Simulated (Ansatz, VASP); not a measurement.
# TePb in VASP and in Ansatz

The input INCAR:

```
ALGO     = Normal         # electronic algorithm
EDIFF    = 1E-6           # SCF threshold, eV
ENCUT    = 520            # plane-wave cutoff, eV
GGA      = PE             # functional
ISIF     = 2              # what is computed and relaxed
ISMEAR   = 0              # smearing method
LASPH    = T              # aspherical terms in the spheres
LCHARG   = F              # write CHGCAR
LREAL    = F              # projectors in reciprocal space
LWAVE    = F              # write WAVECAR
NBANDS   = 28             # bands
NELM     = 100            # most SCF steps
PREC     = Accurate       # precision mode
SIGMA    = 0.02           # smearing width, eV
```

File KPOINTS:

```
k-points
0
Gamma
  6 6 4
```

The input POSCAR:

```
TePb
1.0
    3.2848049113      3.2848049113      0.0000000000
   -3.2848049113      3.2848049113      0.0000000000
    0.0000000000      0.0000000000      6.5696098226
Te Pb
2 2
Direct
    0.0000000000      0.0000000000      0.0000000000
    0.5000000000      0.5000000000      0.5000000000
    0.5000000000      0.5000000000      0.0000000000
    0.0000000000      0.0000000000      0.5000000000
```

Input for Ansatz:

```yaml
crystal:
  lattice:
    - [3.2848049113, 3.2848049113, 0.0]
    - [-3.2848049113, 3.2848049113, 0.0]
    - [0.0, 0.0, 6.5696098226]
  atoms:
    - { symbol: Te, position: [0.0, 0.0, 0.0] }
    - { symbol: Te, position: [0.5, 0.5, 0.5] }
    - { symbol: Pb, position: [0.5, 0.5, 0.0] }
    - { symbol: Pb, position: [0.0, 0.0, 0.5] }
basis:
  ecutwfc: 420
kpoints:
  mp_grid: { grid: [6, 6, 4] }
hamiltonian:
  xc: pbe
scf:
  occupations: { method: gaussian, width: 0.02 }
output:
  forces: true
  stress: true
  eigenvalues: true
```

Alike in both runs: task single point; functional PBE; k mesh 6 × 6 × 4; occupations gaussian, width 0.02 eV; no spin polarisation.

|  | VASP | Ansatz |
| --- | --- | --- |
| version | VASP 6.6.1 | Ansatz 0.2.0 |
| potentials or method | VASP PAW PBE potentials, release 64 (Te, Pb_d), cutoff 520 eV | scalar-relativistic, plane waves, PAW |
| valence electrons in the cell | 40 | 60 |

```tsv
	VASP	Ansatz	Ansatz less VASP
gap on the k mesh at the Fermi level (eV)	0.83	0.83	-0.005
least direct gap on the mesh (eV)	0.83	0.83	-0.005
```

The functional is the same, so the differences come from potentials, cutoffs and numerics. VASP's potentials hold 40 valence electrons a cell and Ansatz's 60, so a difference there can come from the potentials and not from the codes.

Spin-orbit coupling is off throughout.
